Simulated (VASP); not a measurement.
A run of VASP 6.6.1 is set up as follows.

Contents of INCAR:

```
PREC = Accurate
ENCUT = 520
EDIFF = 1E-6
ISMEAR = 0
SIGMA = 0.05
LREAL = False
LASPH = True
NELM = 100
ALGO = Normal
ISIF = 2
LWAVE = False
LCHARG = True
GGA = PE
LELF = True
LVHAR = True
NBANDS = 55
```

KPOINTS

```
Automatic mesh
0
Gamma
  10 10 6
```

POSCAR

```
Ga2O3
1.0
    6.2274305598     -1.5417565250      0.0114924401
    6.2274305598      1.5417565250      0.0114924401
   -1.4027234635      0.0000000000      5.7076941923
Ga O
4 6
Direct
    0.0899134338      0.0899134338      0.7947233208
    0.9100865662      0.9100865662      0.2052766792
    0.6585007301      0.6585007301      0.3141978956
    0.3414992699      0.3414992699      0.6858021044
    0.1634883775      0.1634883775      0.1092060622
    0.8365116225      0.8365116225      0.8907939378
    0.1737013130      0.1737013130      0.5643594347
    0.8262986870      0.8262986870      0.4356405653
    0.4962439476      0.4962439476      0.2703972933
    0.5039804303      0.5039804303      0.7433186392
```

Potentials or basis: VASP PAW PBE potentials, release 64 (Ga_d, O).

Launch:

```bash
$ cat potpaw_PBE.64/Ga_d/POTCAR potpaw_PBE.64/O/POTCAR > POTCAR
$ mpirun -np 1 vasp_std > vasp.out
```

Question: Estimate the pressure.

Answer: 0.5 GPa.

Question: Predict the band gap on the k mesh.

Answer: 1.97 eV (least direct gap 1.98 eV).

Forces on the atoms (eV/Å):
```
Ga   0.004  0.000 -0.081
Ga   0.056  0.000  0.109
Ga  -0.037  0.000  0.080
Ga   0.022  0.000 -0.107
O   -0.044  0.000 -0.015
O    0.034  0.000  0.130
O    0.048  0.000  0.060
O   -0.087  0.000  0.022
O    0.057  0.000 -0.377
O   -0.053  0.000  0.180
```

Caveat: the cell differs from its parent crystal (atom 9 (O) moved +0.080 Å towards its neighbour atom 10 (O) at 2.838 Å). A k mesh can miss the band edges.
